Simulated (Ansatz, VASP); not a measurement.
## EuMo: VASP beside Ansatz

```
Eu Mo
1.0
     0.00000    3.06033    3.06033
     3.06033    0.00000    3.06033
     3.06033    3.06033    0.00000
Eu Mo
1 1
Cartesian
  0.0000 0.0000 0.0000
  4.5905 4.5905 4.5905
```

Change from the starting cell: species swapped into the HgSe type (F-43m, No. 216).

Alike in both runs: functional PBE; k mesh 6 × 6 × 6; occupations gaussian, width 0.1 eV; collinear spin.

Ansatz relaxed the structure, and its values are those at the end. VASP's run is a single point on that final structure, the one shown.

```csv
,VASP,Ansatz
version,VASP 6.6.1,Ansatz 0.2.0
potentials or method,"VASP PAW PBE potentials, release 64 (Eu, Mo_sv), cutoff 520 eV","scalar-relativistic, plane waves, PAW"
valence electrons in the cell,31,31
```

```tsv
	VASP	Ansatz	Ansatz less VASP
gap on the k mesh at the Fermi level (eV)	none	none	-
pressure (GPa)	0.6	0.3	-0.29
net moment per atom (μB)	1.85	1.85	0.000
size of the moment on the site where the two differ most (μB)	2.39	2.04	-0.353
```

Site moments also hang on the region over which each program counts them. A gap of «none» marks a metal or a gap that the smearing closes. With one functional, cell and mesh, what is left measures potentials, basis and numerics.

Neither program's run includes spin-orbit coupling.
